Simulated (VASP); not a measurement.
# WC (Fm-3m) in VASP: a series of runs

WC is run at these levels: LDA; tasks: single point, relaxation of cell and atoms.

Everything below comes from runs of VASP 6.6.1. Logs are shortened: lines on timing, memory, paths and dates and some standing lists are left out, and cuts for length are marked.

## (1) The cell of the first run

Symmetry: Fm-3m, No. 225, cubic system. Conventional cell: a = 4.323 Å, b = 4.323 Å, c = 4.323 Å, α = 90.00°, β = 90.00°, γ = 90.00°. W (site symmetry m-3m) has 6 C at 2.16 Å within 2.9 Å. Within 2.9 Å of C (site symmetry m-3m) lie 6 W at 2.16 Å.

## (2) Single point, LDA

The input, INCAR:

```
PREC = Accurate
ENCUT = 520
EDIFF = 1E-7
ISMEAR = -1
SIGMA = 0.1
LREAL = F
LASPH = T
NELM = 100
ALGO = Normal
ISIF = 2
LWAVE = F
LCHARG = F
GGA = CA
NBANDS = 16
```

The input, KPOINTS:

```
Automatic mesh
0
Gamma
  17 17 17
```

The input, POSCAR:

```
WC
1.0
    0.0000000000      2.1616040636      2.1616040636
    2.1616040636      0.0000000000      2.1616040636
    2.1616040636      2.1616040636      0.0000000000
W C
1 1
Direct
    0.0000000000      0.0000000000      0.0000000000
    0.5000000000      0.5000000000      0.5000000000
```

Potentials or basis: VASP PAW LDA potentials, release 64 (W_sv, C).

Command:

```
$ cat potpaw_LDA.64/W_sv/POTCAR potpaw_LDA.64/C/POTCAR > POTCAR
$ mpirun -np 1 vasp_std > vasp.out
```

OUTCAR:

```text
PREC = Accurate
   ENCUT = 520
   EDIFF = 1E-7
   ISMEAR = -1
   LREAL = F
   LASPH = T
   NELM = 100
   ISIF = 2
   GGA = CA

 ion  position               nearest neighbor table
   1  0.000  0.000  0.000-   2 2.16   2 2.16   2 2.16   2 2.16   2 2.16   2 2.16
   2  0.500  0.500  0.500-   1 2.16   1 2.16   1 2.16   1 2.16   1 2.16   1 2.16

  LATTYP: Found a face centered cubic cell.
 ALAT       =     4.3232081272

  Lattice vectors:

 A1 = (   0.0000000000,   2.1616040636,   2.1616040636)
 A2 = (   2.1616040636,   0.0000000000,   2.1616040636)
 A3 = (   2.1616040636,   2.1616040636,   0.0000000000)

Analysis of symmetry for initial positions (statically):
=====================================================================
 Subroutine PRICEL returns:
 Original cell was already a primitive cell.

 Routine SETGRP: Setting up the symmetry group for a
 face centered cubic supercell.

 Subroutine GETGRP returns: Found 48 space group operations
 (whereof 48 operations were pure point group operations)
 out of a pool of 48 trial point group operations.

The static configuration has the point symmetry O_h .

Analysis of symmetry for dynamics (positions and initial velocities):
=====================================================================
 Subroutine PRICEL returns:
 Original cell was already a primitive cell.

 Routine SETGRP: Setting up the symmetry group for a
 face centered cubic supercell.

 Subroutine GETGRP returns: Found 48 space group operations
 (whereof 48 operations were pure point group operations)
 out of a pool of 48 trial point group operations.

The dynamic configuration has the point symmetry O_h .

 Subroutine INISYM returns: Found 48 space group operations
 (whereof 48 operations are pure point group operations),
 and found     1 'primitive' translations

----------------------------------------------------------------------------------------

                                     Primitive cell

  volume of cell :      20.2003

  direct lattice vectors                    reciprocal lattice vectors
     0.000000000  2.161604064  2.161604064    -0.231309706  0.231309706  0.231309706
     2.161604064  0.000000000  2.161604064     0.231309706 -0.231309706  0.231309706
     2.161604064  2.161604064  0.000000000     0.231309706  0.231309706 -0.231309706

  length of vectors
     3.056969783  3.056969783  3.056969783     0.400640163  0.400640163  0.400640163

  position of ions in fractional coordinates (direct lattice)
     0.000000000  0.000000000  0.000000000
     0.500000000  0.500000000  0.500000000

  ion indices of the primitive-cell ions
   primitive index   ion index
                 1           1
                 2           2

----------------------------------------------------------------------------------------

 KPOINTS: Automatic mesh

Automatic generation of k-mesh.
 Grid dimensions read from file:
 generate k-points for:   17   17   17

 Generating k-lattice:

  Cartesian coordinates                     Fractional coordinates (reciprocal lattice)
    -0.013606453  0.013606453  0.013606453     0.058823529  0.000000000  0.000000000
     0.013606453 -0.013606453  0.013606453     0.000000000  0.058823529  0.000000000
     0.013606453  0.013606453 -0.013606453     0.000000000  0.000000000  0.058823529

  Length of vectors
     0.023567068  0.023567068  0.023567068

  Shift w.r.t. Gamma in fractional coordinates (k-lattice)
     0.000000000  0.000000000  0.000000000

 Subroutine IBZKPT returns following result:
 ===========================================

 Found    165 irreducible k-points:

 Following reciprocal coordinates:
            Coordinates               Weight
  0.000000  0.000000  0.000000      1.000000
  0.058824  0.000000  0.000000      8.000000
  0.117647  0.000000  0.000000      8.000000
  0.176471  0.000000  0.000000      8.000000
  0.235294  0.000000  0.000000      8.000000
  0.294118  0.000000  0.000000      8.000000
[... 16 lines left out ...]
 -0.176471  0.058824  0.000000     24.000000
 -0.117647  0.058824  0.000000     24.000000
 [... further k-points ...]
   k-points           NKPTS =    165   k-points in BZ     NKDIM =    165   number of bands    NBANDS=     16
   number of dos      NEDOS =    301   number of ions     NIONS =      2
   total plane-waves  NPLWV =  13824
   dimension x,y,z NGX =    24 NGY =   24 NGZ =   24
   dimension x,y,z NGXF=    48 NGYF=   48 NGZF=   48
   ions per type =               1   1
   NGX,Y,Z   is equivalent  to a cutoff of  13.05, 13.05, 13.05 a.u.
   NGXF,Y,Z  is equivalent  to a cutoff of  26.10, 26.10, 26.10 a.u.
 SYSTEM =  unknown system
   PREC   = accura    normal or accurate (medium, high low for compatibility)
   ISTART =      0    job   : 0-new  1-cont  2-samecut
   ICHARG =      2    charge: 1-file 2-atom 10-const
   ISPIN  =      1    spin polarized calculation?
   LNONCOLLINEAR =      F non collinear calculations
   LSORBIT =      F    spin-orbit coupling
   LASPH  =      T    aspherical Exc in radial PAW
   ENCUT  =  520.0 eV  38.22 Ry    6.18 a.u.   5.68  5.68  5.68*2*pi/ulx,y,z
   NELM   =    100;   NELMIN=  2; NELMDL= -5     # of ELM steps
   EDIFF  = 0.1E-06   stopping-criterion for ELM
   LREAL  =      F    real-space projection
   EDIFFG = 0.1E-05   stopping-criterion for IOM
   NSW    =      0    number of steps for IOM
   IBRION =     -1    ionic relax: 0-MD 1-quasi-New 2-CG
   NFREE  =      0    steps in history (QN), initial steepest desc. (CG)
   ISIF   =      2    stress and relaxation
   ISYM   =      2    0-nonsym 1-usesym 2-fastsym
   POTIM  = 0.5000    time-step for ionic-motion
   TEBEG  =    0.0;   TEEND  =   0.0 temperature during run
   PSTRESS=    0.0 pullay stress
   NELECT =      18.0000    total number of electrons
   NUPDOWN=      -1.0000    fix difference up-down
   EMIN   =  10.00;   EMAX   =-10.00  energy-range for DOS
   EFERMI =   0.00;   METHOD = LEGACY
   ISMEAR =    -1;   SIGMA  =   0.10  broadening in eV -4-tet -1-fermi 0-gaus
   EFERMI_NEDOS =   21; number of points for ismear=-14 and -15
   IALGO  =     38    algorithm
   IMIX   =      4    mixing-type and parameters
     AMIX     =   0.40;   BMIX     =  1.00
     AMIX_MAG =   1.60;   BMIX_MAG =  1.00
  volume/ion in A,a.u.               =      10.10        68.16
  Fermi-wavevector in a.u.,A,eV,Ry     =   1.575359  2.976997 33.766337  2.481756
  Thomas-Fermi vector in A             =   2.676355
   LORBIT       =      0    0 simple, 1 ext, 2 COOP (PROOUT), +10 PAW based schemes
   GGA     = CA    functional components
   LHFCALC =     F    Hartree Fock is set to
   AEXX    =    0.0000 exact exchange contribution
   IVDW    =     0    specifies the selected vdW correction
   LEPSILON=     F    determine dielectric tensor
   LRPA    =     F    only Hartree local field effects (RPA)
 non-spin polarized calculation
  energy-cutoff  :      520.00
  volume of cell :       20.20
 maximum number of plane-waves:       556
   NGX = 11   NGY = 11   NGZ = 11

 number of electron      17.9999999 magnetization

 Free energy of the ion-electron system (eV)
  ---------------------------------------------------
  ext. energy  EPLUGINS =         0.00000000
  ---------------------------------------------------
  free energy    TOTEN  =       -23.82164791 eV

  energy without entropy =      -23.78843686  energy(sigma->0) =      -23.80504239

 E-fermi :  12.9358     XC(G=0): -14.1312

 val. band max:       12.9314575200   @ k =   0.2353   0.0000   0.0000
 cond. band min:      12.9379073707   @ k =  -0.3529   0.3529   0.1765
 fundamental gap:      0.0064498507
 Fermi energy:        12.9358044960

 k-point     1 :       0.0000    0.0000    0.0000
  band No.  band energies     occupation
      1     -61.9772      2.00000
      2     -26.2246      2.00000
      3     -26.2246      2.00000
      4     -26.2246      2.00000
      5      -3.0341      2.00000
      6      10.0351      2.00000
[... 8 lines left out ...]
     15      22.6389      0.00000
     16      37.1131      0.00000

 k-point     2 :       0.0588    0.0000    0.0000
  band No.  band energies     occupation
      1     -61.9756      2.00000
      2     -26.2496      2.00000
      3     -26.2272      2.00000
      4     -26.2272      2.00000
      5      -2.9299      2.00000
      6       9.6667      2.00000
[... 8 lines left out ...]
     15      22.8850      0.00000
     16      35.8306      0.00000

 k-point     3 :       0.1176    0.0000    0.0000
  band No.  band energies     occupation
      1     -61.9710      2.00000
      2     -26.3207      2.00000
      3     -26.2347      2.00000
      4     -26.2347      2.00000
      5      -2.6244      2.00000
      6       8.8476      2.00000
[... 8 lines left out ...]
     15      23.5711      0.00000
     16      33.7393      0.00000

 k-point     4 :       0.1765    0.0000    0.0000
  band No.  band energies     occupation
      1     -61.9641      2.00000
      2     -26.4269      2.00000
      3     -26.2461      2.00000
      4     -26.2461      2.00000
      5      -2.1374      2.00000
      6       7.8641      2.00000
[... 8 lines left out ...]
     15      24.5157      0.00000
     16      31.8616      0.00000

 k-point     5 :       0.2353    0.0000    0.0000
  band No.  band energies     occupation
      1     -61.9557      2.00000
      2     -26.5526      2.00000
      3     -26.2596      2.00000
      4     -26.2596      2.00000
      5      -1.4994      2.00000
      6       6.8351      2.00000
[... 8 lines left out ...]
     15      25.3605      0.00000
     16      30.8386      0.00000

 k-point     6 :       0.2941    0.0000    0.0000
  band No.  band energies     occupation
      1     -61.9471      2.00000
      2     -26.6801      2.00000
      3     -26.2737      2.00000
      4     -26.2737      2.00000
      5      -0.7472      2.00000
      6       5.8137      2.00000
[... 8 lines left out ...]
     15      25.8959      0.00000
     16      29.1412      0.00000
[... 267 lines left out ...]
 k-point    21 :      -0.2941    0.0588    0.0000
  band No.  band energies     occupation
      1     -61.9434      2.00000
      2     -26.7172      2.00000
      3     -26.3058      2.00000
      4     -26.2700      2.00000
      5      -0.4284      2.00000
      6       5.4008      2.00000
[... 8 lines left out ...]
     15      26.1180      0.00000
     16      27.8330      0.00000

 k-point    22 :      -0.2353    0.0588    0.0000
  band No.  band energies     occupation
      1     -61.9518      2.00000
      2     -26.5966      2.00000
      3     -26.2919      2.00000
      4     -26.2551      2.00000
      5      -1.1943      2.00000
      6       6.3867      2.00000
[... 8 lines left out ...]
     15      25.6705      0.00000
     16      29.0692      0.00000

 k-point    23 :      -0.1765    0.0588    0.0000
  band No.  band energies     occupation
      1     -61.9602      2.00000
      2     -26.4726      2.00000
      3     -26.2756      2.00000
      4     -26.2418      2.00000
      5      -1.8633      2.00000
      6       7.4071      2.00000
[... 8 lines left out ...]
     15      24.9874      0.00000
     16      30.4184      0.00000

 k-point    24 :      -0.1176    0.0588    0.0000
  band No.  band energies     occupation
      1     -61.9676      2.00000
      2     -26.3627      2.00000
      3     -26.2586      2.00000
      4     -26.2319      2.00000
      5      -2.3961      2.00000
      6       8.4323      2.00000
[... 8 lines left out ...]
     15      24.0585      0.00000
     16      32.2907      0.00000

 [... further k-points ...]
[... 5 lines left out ...]
  --------------------------------------------------------------------------------------
  -------------------------------------------------------------------------------------
  Total        0.3061574      0.3061574      0.3061574     -0.0000000     -0.0000000     -0.0000000
  in kB       24.2826941     24.2826941     24.2826941     -0.0000000     -0.0000000     -0.0000000
  external PRESSURE =      24.2826941 kB  Pullay stress =       0.0000000 kB

 VOLUME and BASIS-vectors are now :
 -----------------------------------------------------------------------------
  energy-cutoff  :      520.00
  volume of cell :       20.20
      direct lattice vectors                 reciprocal lattice vectors
     0.000000000  2.161604064  2.161604064    -0.231309706  0.231309706  0.231309706
     2.161604064  0.000000000  2.161604064     0.231309706 -0.231309706  0.231309706
     2.161604064  2.161604064  0.000000000     0.231309706  0.231309706 -0.231309706

 POSITION                                       TOTAL-FORCE (eV/Angst)
 -----------------------------------------------------------------------------------
      0.00000      0.00000      0.00000         0.000000      0.000000      0.000000
      2.16160      2.16160      2.16160         0.000000      0.000000      0.000000
 -----------------------------------------------------------------------------------
    total drift:                                0.000000     -0.000000     -0.000000

  FREE ENERGIE OF THE ION-ELECTRON SYSTEM (eV)
  ---------------------------------------------------
  free  energy   TOTEN  =       -23.8216479080 eV

  energy  without entropy=      -23.7884368632  energy(sigma->0) =      -23.80504239
```

Wall time 14 s (1 thread of Intel Xeon 6975P-C (Granite Rapids), shared host); peak memory 0.17 GiB.

Results:

```yaml
Free_energy: -23.8216 eV
Pressure: 2.4 GPa
Band_gap_on_the_k_mesh: zero (band 9 reaches 14.02 eV, above the bottom of band 10 at 10.74 eV)
```

Caveat: spin-orbit coupling is left out, which moves the levels of the heavy elements.

## (3) Relaxation of cell and atoms, LDA

This run uses another cell than the first one, of 10.54 Å³/atom, 1.044 times its volume.

The input, INCAR:

```
PREC     = Accurate       # precision mode
ENCUT    = 600            # plane-wave cutoff, eV
EDIFF    = 1E-6           # SCF threshold, eV
ISMEAR   = -1             # smearing method
SIGMA    = 0.1            # smearing width, eV
LREAL    = F              # projectors in reciprocal space
LASPH    = T              # aspherical terms in the spheres
NELM     = 60             # most SCF steps
ALGO     = Normal         # electronic algorithm
ISIF     = 3              # what is computed and relaxed
LWAVE    = F              # write WAVECAR
LCHARG   = F              # write CHGCAR
IBRION   = 2              # ionic algorithm
NSW      = 80             # ionic steps
EDIFFG   = -0.01          # ionic threshold
```

KPOINTS is that of step 2.

The input, POSCAR:

```
WC
1.0
    0.0000000000      2.1926840000      2.1926840000
    2.1926840000      0.0000000000      2.1926840000
    2.1926840000      2.1926840000      0.0000000000
W C
1 1
Direct
    0.0000000000      0.0000000000      0.0000000000
    0.5000000000      0.5000000000      0.5000000000
```

Potentials or basis: VASP PAW LDA potentials, release 64 (W_sv, C).

Command:

```
$ cat potpaw_LDA.64/W_sv/POTCAR potpaw_LDA.64/C/POTCAR > POTCAR
$ mpirun -np 1 vasp_std > vasp.out
```

Wall time 69 s (1 thread of Intel Xeon 6975P-C (Granite Rapids), shared host); peak memory 0.2 GiB.

It converged, with:

- Free energy: -23.8250 eV
- Relaxed volume: 10.16 Å³/atom
- Relaxed cell: a = 3.063 Å, b = 3.063 Å, c = 3.063 Å, α = 60.00°, β = 60.00°, γ = 60.00°
- Space group after relaxing (to 0.05 Å): Fm-3m (No. 225)
- Energy gained by relaxing: 17.1 meV/atom
- Ionic steps: 4
- Pressure after relaxing: -0.1 GPa

The path:
| step | energy change (eV) | largest force (eV/Å) | pressure (GPa) | volume (Å³) |
| --- | --- | --- | --- | --- |
| 1 | 0.0000 | 0.0000 | -13.81 | 21.08 |
| 2 | 0.2263 | 0.0000 | 48.28 | 18.43 |
| 3 | -0.0341 | 0.0000 | -0.52 | 20.34 |
| 4 | -0.0342 | 0.0000 | -0.11 | 20.32 |

Final structure:
```
W C
1.0
     0.00000    2.16589    2.16589
     2.16589    0.00000    2.16589
     2.16589    2.16589    0.00000
W C
1 1
Direct
  0.00000 0.00000 0.00000
  0.50000 0.50000 0.50000
```

Levels at points of the mesh, in eV from the Fermi level:
| k point | band 6 | band 7 | band 8 | band 9 | band 10 | band 11 | band 12 | band 13 |
| --- | --- | --- | --- | --- | --- | --- | --- | --- |
| (0.00, 0.00, 0.00) | -2.88 | -2.88 | -2.88 | -1.08 | -1.08 | -1.08 | -0.99 | -0.99 |

Caveat: the bands computed are all filled at some k points, so no gap is given; spin-orbit coupling is left out, which moves the levels of the heavy elements.
